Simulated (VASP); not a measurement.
# GaP (F-43m) in VASP: notebook

GaP is run at these levels: PBEsol, LDA, PBE, r2SCAN; tasks: single point.

All numbers are computed with VASP 6.6.1; they aren't measurements. Logs are shortened: lines on timing, memory, paths and dates and some standing lists are left out, and cuts for length are marked.

**The experiment to reproduce.**

“Stacking defects in GaP nanowires: Electronic structure and optical properties”, 2018, arxiv:1810.01194 quotes, for a bulk crystal of GaP at 10 K: band gap 2.34 eV (indirect).

The results are compared with them further down.

**1. The cell of the first run**

It takes space group F-43m (No. 216, cubic). Conventional cell: a = 5.439 Å, b = 5.439 Å, c = 5.439 Å, α = 90.00°, β = 90.00°, γ = 90.00°. Ga (site symmetry -43m) has 4 P at 2.36 Å within 3.1 Å. P (site symmetry -43m) has 4 Ga at 2.36 Å within 3.1 Å.

**2. Single point, PBEsol**

Input file INCAR:

```
SYSTEM = GaP
PREC = Accurate
ENCUT = 520
EDIFF = 1E-6
ISMEAR = -1
SIGMA = 0.02
LREAL = .FALSE.
LASPH = .TRUE.
NELM = 60
ALGO = Normal
ISIF = 2
LWAVE = .FALSE.
LCHARG = .FALSE.
GGA = PS
NBANDS = 16
```

Input file KPOINTS:

```
regular mesh
0
G
  8 8 8
  0 0 0
```

Input file POSCAR:

```
GaP
1.0
    0.0000000000      2.7194378935      2.7194378935
    2.7194378935      0.0000000000      2.7194378935
    2.7194378935      2.7194378935      0.0000000000
Ga P
1 1
Direct
    0.0000000000      0.0000000000      0.0000000000
    0.2500000000      0.2500000000      0.2500000000
```

Potentials or basis: VASP PAW PBE potentials, release 64 (Ga_d, P).

Run with:

```sh
$ cat potpaw_PBE.64/Ga_d/POTCAR potpaw_PBE.64/P/POTCAR > POTCAR
$ mpirun -np 1 vasp_std > vasp.out
```

OUTCAR:

```text
SYSTEM = GaP
   PREC = Accurate
   ENCUT = 520
   EDIFF = 1E-6
   ISMEAR = -1
   LREAL = .FALSE.
   LASPH = .TRUE.
   NELM = 60
   ISIF = 2
   GGA = PS

 ion  position               nearest neighbor table
   1  0.000  0.000  0.000-   2 2.36   2 2.36   2 2.36   2 2.36
   2  0.250  0.250  0.250-   1 2.36   1 2.36   1 2.36   1 2.36

  LATTYP: Found a face centered cubic cell.
 ALAT       =     5.4388757870

  Lattice vectors:

 A1 = (   0.0000000000,   2.7194378935,   2.7194378935)
 A2 = (   2.7194378935,   0.0000000000,   2.7194378935)
 A3 = (   2.7194378935,   2.7194378935,   0.0000000000)

Analysis of symmetry for initial positions (statically):
=====================================================================
 Subroutine PRICEL returns:
 Original cell was already a primitive cell.

 Routine SETGRP: Setting up the symmetry group for a
 face centered cubic supercell.

 Subroutine GETGRP returns: Found 24 space group operations
 (whereof 24 operations were pure point group operations)
 out of a pool of 48 trial point group operations.

The static configuration has the point symmetry T_d .

Analysis of symmetry for dynamics (positions and initial velocities):
=====================================================================
 Subroutine PRICEL returns:
 Original cell was already a primitive cell.

 Routine SETGRP: Setting up the symmetry group for a
 face centered cubic supercell.

 Subroutine GETGRP returns: Found 24 space group operations
 (whereof 24 operations were pure point group operations)
 out of a pool of 48 trial point group operations.

The dynamic configuration has the point symmetry T_d .

 Subroutine INISYM returns: Found 24 space group operations
 (whereof 24 operations are pure point group operations),
 and found     1 'primitive' translations

----------------------------------------------------------------------------------------

                                     Primitive cell

  volume of cell :      40.2223

  direct lattice vectors                    reciprocal lattice vectors
     0.000000000  2.719437893  2.719437893    -0.183861526  0.183861526  0.183861526
     2.719437893  0.000000000  2.719437893     0.183861526 -0.183861526  0.183861526
     2.719437893  2.719437893  0.000000000     0.183861526  0.183861526 -0.183861526

  length of vectors
     3.845865951  3.845865951  3.845865951     0.318457504  0.318457504  0.318457504

  position of ions in fractional coordinates (direct lattice)
     0.000000000  0.000000000  0.000000000
     0.250000000  0.250000000  0.250000000

  ion indices of the primitive-cell ions
   primitive index   ion index
                 1           1
                 2           2

----------------------------------------------------------------------------------------

 KPOINTS: regular mesh

Automatic generation of k-mesh.
 Grid dimensions read from file:
 generate k-points for:    8    8    8

 Generating k-lattice:

  Cartesian coordinates                     Fractional coordinates (reciprocal lattice)
    -0.022982691  0.022982691  0.022982691     0.125000000  0.000000000  0.000000000
     0.022982691 -0.022982691  0.022982691     0.000000000  0.125000000  0.000000000
     0.022982691  0.022982691 -0.022982691     0.000000000  0.000000000  0.125000000

  Length of vectors
     0.039807188  0.039807188  0.039807188

  Shift w.r.t. Gamma in fractional coordinates (k-lattice)
     0.000000000  0.000000000  0.000000000

 Subroutine IBZKPT returns following result:
 ===========================================

 Found     29 irreducible k-points:

 Following reciprocal coordinates:
            Coordinates               Weight
  0.000000  0.000000  0.000000      1.000000
  0.125000  0.000000  0.000000      8.000000
  0.250000  0.000000  0.000000      8.000000
  0.375000  0.000000  0.000000      8.000000
  0.500000  0.000000  0.000000      4.000000
  0.125000  0.125000  0.000000      6.000000
[... 16 lines left out ...]
  0.500000  0.250000  0.125000     48.000000
 -0.375000  0.250000  0.125000     24.000000
 [... further k-points ...]
   k-points           NKPTS =     29   k-points in BZ     NKDIM =     29   number of bands    NBANDS=     16
   number of dos      NEDOS =    301   number of ions     NIONS =      2
   total plane-waves  NPLWV =  27000
   dimension x,y,z NGX =    30 NGY =   30 NGZ =   30
   dimension x,y,z NGXF=    60 NGYF=   60 NGZF=   60
   ions per type =               1   1
   NGX,Y,Z   is equivalent  to a cutoff of  12.97, 12.97, 12.97 a.u.
   NGXF,Y,Z  is equivalent  to a cutoff of  25.94, 25.94, 25.94 a.u.
 SYSTEM =  GaP
   PREC   = accura    normal or accurate (medium, high low for compatibility)
   ISTART =      0    job   : 0-new  1-cont  2-samecut
   ICHARG =      2    charge: 1-file 2-atom 10-const
   ISPIN  =      1    spin polarized calculation?
   LNONCOLLINEAR =      F non collinear calculations
   LSORBIT =      F    spin-orbit coupling
   LASPH  =      T    aspherical Exc in radial PAW
   ENCUT  =  520.0 eV  38.22 Ry    6.18 a.u.   7.15  7.15  7.15*2*pi/ulx,y,z
   NELM   =     60;   NELMIN=  2; NELMDL= -5     # of ELM steps
   EDIFF  = 0.1E-05   stopping-criterion for ELM
   LREAL  =      F    real-space projection
   EDIFFG = 0.1E-04   stopping-criterion for IOM
   NSW    =      0    number of steps for IOM
   IBRION =     -1    ionic relax: 0-MD 1-quasi-New 2-CG
   NFREE  =      0    steps in history (QN), initial steepest desc. (CG)
   ISIF   =      2    stress and relaxation
   ISYM   =      2    0-nonsym 1-usesym 2-fastsym
   POTIM  = 0.5000    time-step for ionic-motion
   TEBEG  =    0.0;   TEEND  =   0.0 temperature during run
   PSTRESS=    0.0 pullay stress
   NELECT =      18.0000    total number of electrons
   NUPDOWN=      -1.0000    fix difference up-down
   EMIN   =  10.00;   EMAX   =-10.00  energy-range for DOS
   EFERMI =   0.00;   METHOD = LEGACY
   ISMEAR =    -1;   SIGMA  =   0.02  broadening in eV -4-tet -1-fermi 0-gaus
   EFERMI_NEDOS =   21; number of points for ismear=-14 and -15
   IALGO  =     38    algorithm
   IMIX   =      4    mixing-type and parameters
     AMIX     =   0.40;   BMIX     =  1.00
     AMIX_MAG =   1.60;   BMIX_MAG =  1.00
  volume/ion in A,a.u.               =      20.11       135.72
  Fermi-wavevector in a.u.,A,eV,Ry     =   1.252208  2.366330 21.334278  1.568025
  Thomas-Fermi vector in A             =   2.386119
   LORBIT       =      0    0 simple, 1 ext, 2 COOP (PROOUT), +10 PAW based schemes
   GGA     = PS    functional components
   LHFCALC =     F    Hartree Fock is set to
   AEXX    =    0.0000 exact exchange contribution
   IVDW    =     0    specifies the selected vdW correction
   LEPSILON=     F    determine dielectric tensor
   LRPA    =     F    only Hartree local field effects (RPA)
 non-spin polarized calculation
  energy-cutoff  :      520.00
  volume of cell :       40.22
 maximum number of plane-waves:      1106
 NGX is ok and might be reduce to    30
   NGX = 15   NGY = 15   NGZ = 15

 number of electron      17.9999988 magnetization

 Free energy of the ion-electron system (eV)
  ---------------------------------------------------
  ext. energy  EPLUGINS =         0.00000000
  ---------------------------------------------------
  free energy    TOTEN  =        -9.92108903 eV

  energy without entropy =       -9.92108903  energy(sigma->0) =       -9.92108903

 E-fermi :   5.0697     XC(G=0): -10.0503

 val. band max:        4.6341541069   @ k =   0.0000   0.0000   0.0000
 cond. band min:       6.1375401541   @ k =   0.5000   0.5000   0.0000
 fundamental gap:      1.5033860472
 Fermi energy:         5.0697248926

 k-point     1 :       0.0000    0.0000    0.0000
  band No.  band energies     occupation
      1      -9.9179      2.00000
      2      -9.9179      2.00000
      3      -9.9179      2.00000
      4      -9.8152      2.00000
      5      -9.8152      2.00000
      6      -7.9385      2.00000
[... 8 lines left out ...]
     15      14.4150      0.00000
     16      14.4150      0.00000

 k-point     2 :       0.1250    0.0000    0.0000
  band No.  band energies     occupation
      1      -9.9323      2.00000
      2      -9.9130      2.00000
      3      -9.9130      2.00000
      4      -9.8153      2.00000
      5      -9.8153      2.00000
      6      -7.7330      2.00000
[... 8 lines left out ...]
     15      13.7537      0.00000
     16      14.1500      0.00000

 k-point     3 :       0.2500    0.0000    0.0000
  band No.  band energies     occupation
      1      -9.9636      2.00000
      2      -9.9027      2.00000
      3      -9.9027      2.00000
      4      -9.8140      2.00000
      5      -9.8140      2.00000
      6      -7.1500      2.00000
[... 8 lines left out ...]
     15      13.5600      0.00000
     16      14.3647      0.00000

 k-point     4 :       0.3750    0.0000    0.0000
  band No.  band energies     occupation
      1      -9.9917      2.00000
      2      -9.8948      2.00000
      3      -9.8948      2.00000
      4      -9.8101      2.00000
      5      -9.8101      2.00000
      6      -6.3329      2.00000
[... 8 lines left out ...]
     15      14.7777      0.00000
     16      14.7777      0.00000
[... 324 lines left out ...]
 k-point    22 :       0.3750    0.2500    0.1250
  band No.  band energies     occupation
      1      -9.9872      2.00000
      2      -9.8905      2.00000
      3      -9.8863      2.00000
      4      -9.8266      2.00000
      5      -9.8059      2.00000
      6      -6.6542      2.00000
[... 8 lines left out ...]
     15      15.7328      0.00000
     16      16.9414      0.00000

 k-point    23 :       0.5000    0.2500    0.1250
  band No.  band energies     occupation
      1     -10.0030      2.00000
      2      -9.8867      2.00000
      3      -9.8769      2.00000
      4      -9.8245      2.00000
      5      -9.8060      2.00000
      6      -5.8832      2.00000
[... 8 lines left out ...]
     15      16.1114      0.00000
     16      17.4054      0.00000

 k-point    24 :      -0.3750    0.2500    0.1250
  band No.  band energies     occupation
      1     -10.0087      2.00000
      2      -9.8862      2.00000
      3      -9.8736      2.00000
      4      -9.8207      2.00000
      5      -9.8077      2.00000
      6      -5.4126      2.00000
[... 8 lines left out ...]
     15      16.5565      0.00000
     16      17.1099      0.00000

 [... further k-points ...]

------------------------ aborting loop because EDIFF is reached ----------------------------------------

  FORCE on cell =-STRESS in cart. coord.  units (eV):
  Direction    XX          YY          ZZ          XY          YZ          ZX
  --------------------------------------------------------------------------------------
  -------------------------------------------------------------------------------------
  Total       -0.0277332     -0.0277332     -0.0277332      0.0000000      0.0000000      0.0000000
  in kB       -1.1046956     -1.1046956     -1.1046956      0.0000000      0.0000000      0.0000000
  external PRESSURE =      -1.1046956 kB  Pullay stress =       0.0000000 kB

 VOLUME and BASIS-vectors are now :
 -----------------------------------------------------------------------------
  energy-cutoff  :      520.00
  volume of cell :       40.22
      direct lattice vectors                 reciprocal lattice vectors
     0.000000000  2.719437893  2.719437893    -0.183861526  0.183861526  0.183861526
     2.719437893  0.000000000  2.719437893     0.183861526 -0.183861526  0.183861526
     2.719437893  2.719437893  0.000000000     0.183861526  0.183861526 -0.183861526

 POSITION                                       TOTAL-FORCE (eV/Angst)
 -----------------------------------------------------------------------------------
      0.00000      0.00000      0.00000        -0.000000     -0.000000     -0.000000
      1.35972      1.35972      1.35972         0.000000      0.000000      0.000000
 -----------------------------------------------------------------------------------
    total drift:                                0.000000      0.000000      0.000000

  FREE ENERGIE OF THE ION-ELECTRON SYSTEM (eV)
  ---------------------------------------------------
  free  energy   TOTEN  =        -9.9210890328 eV

  energy  without entropy=       -9.9210890328  energy(sigma->0) =       -9.92108903
```

Run time: 14 s. Hardware: 1 thread of Intel Xeon 6975P-C (Granite Rapids), shared host; peak memory 0.16 GiB.

What came out:

* Free energy: -9.9211 eV
* Pressure: -0.1 GPa
* Band gap on the k mesh: 1.50 eV, indirect (least direct gap 1.80 eV)

Levels at points of the mesh, in eV from the valence-band top:
```tsv
k point	band 7	band 8	band 9	band 10	band 11	band 12
(0.00, 0.00, 0.00)	0.00	0.00	0.00	1.80	3.83	3.83
(0.50, 0.00, 0.00)	-6.73	-1.14	-1.14	1.60	4.65	4.65
(0.50, 0.50, 0.00)	-6.84	-2.74	-2.74	1.50	1.71	10.60
```

Caveat: the PAW data sets were made with another functional, which shifts forces and pressure a little.

[end of part 1 of 3]
